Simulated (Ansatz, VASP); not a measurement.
# Al2P3: VASP beside Ansatz

File INCAR:

```
SYSTEM = Al2P3
PREC     = Accurate       ! precision mode
ENCUT    = 520            ! plane-wave cutoff, eV
EDIFF    = 1E-6           ! SCF threshold, eV
ISMEAR   = -1             ! smearing method
SIGMA    = 0.1            ! smearing width, eV
LREAL    = .False.        ! projectors in reciprocal space
LASPH    = .True.         ! aspherical terms in the spheres
NELM     = 100            ! most SCF steps
ALGO     = Normal         ! electronic algorithm
ISIF     = 2              ! what is computed and relaxed
LWAVE    = .False.        ! write WAVECAR
LCHARG   = .False.        ! write CHGCAR
GGA      = PE             ! functional
NBANDS   = 32             ! bands
```

File KPOINTS:

```
regular mesh
0
Gamma
  4 4 4
  0 0 0
```

The input POSCAR:

```
Al2P3
1.0
   -4.1466550000      0.0000000000      3.9246020000
    4.1466550000      0.0000000000      3.9246020000
    0.0000000000      6.2370310000      3.9246020000
Al P
4 6
Direct
    0.7500000000      0.2500000000      0.5000000000
    0.2500000000      0.7500000000      0.5000000000
    0.7122700000      0.2877300000      0.0000000000
    0.2877300000      0.7122700000      0.0000000000
    0.1246000000      0.1246000000      0.1424000000
    0.2670000000      0.2670000000      0.8576000000
    0.8754000000      0.8754000000      0.8576000000
    0.7330000000      0.7330000000      0.1424000000
    0.8565000000      0.8565000000      0.2870000000
    0.1435000000      0.1435000000      0.7130000000
```

Input for Ansatz:

```yaml
crystal:
  lattice:
    - [-4.146655, 0.0, 3.924602]
    - [4.146655, 0.0, 3.924602]
    - [0.0, 6.237031, 3.924602]
  atoms:
    - { symbol: Al, position: [0.75, 0.25, 0.5] }
    - { symbol: Al, position: [0.25, 0.75, 0.5] }
    - { symbol: P, position: [0.1246, 0.1246, 0.1424] }
    - { symbol: P, position: [0.267, 0.267, 0.8576] }
    - { symbol: P, position: [0.8754, 0.8754, 0.8576] }
    - { symbol: P, position: [0.733, 0.733, 0.1424] }
    - { symbol: P, position: [0.8565, 0.8565, 0.287] }
    - { symbol: P, position: [0.1435, 0.1435, 0.713] }
    - { symbol: Al, position: [0.71227, 0.28773, 0.0] }
    - { symbol: Al, position: [0.28773, 0.71227, 0.0] }
  symmetry: { tolerance: 0.0003 }
kpoints:
  mp_grid: { grid: [4, 4, 4], shift: [0, 0, 0] }
magnetization:
  spin_polarized: false
scf:
  occupations: { method: fermi_dirac }
hamiltonian:
  pseudopotentials: { kind: paw }
  xc: pbe
basis:
  ecutwfc: 420
output:
  forces: true
  stress: true
  eigenvalues: true
  write_density: true
  write_potential: true
  elf: true
  volumetric_format: npy
```

Alike in both runs: task single point; functional PBE; k mesh 4 × 4 × 4; no spin polarisation.

|  | VASP | Ansatz |
| --- | --- | --- |
| version | VASP 6.6.1 | Ansatz 0.2.0 |
| potentials or method | VASP PAW PBE potentials, release 64 (Al, P), cutoff 520 eV | PAW plane waves |
| occupations | fermi-dirac, width 0.1 eV | fermi-dirac |
| valence electrons in the cell | 42 | 42 |

VASP gave:

* gap on the k mesh at the Fermi level (eV): none
* rms of the force components (eV/Å): 5.552

Question: What did Ansatz give for the same quantities?

Answer: gap on the k mesh at the Fermi level (eV): none; rms of the force components (eV/Å): 5.663.

A gap of «none» marks a metal or a gap that the smearing closes.
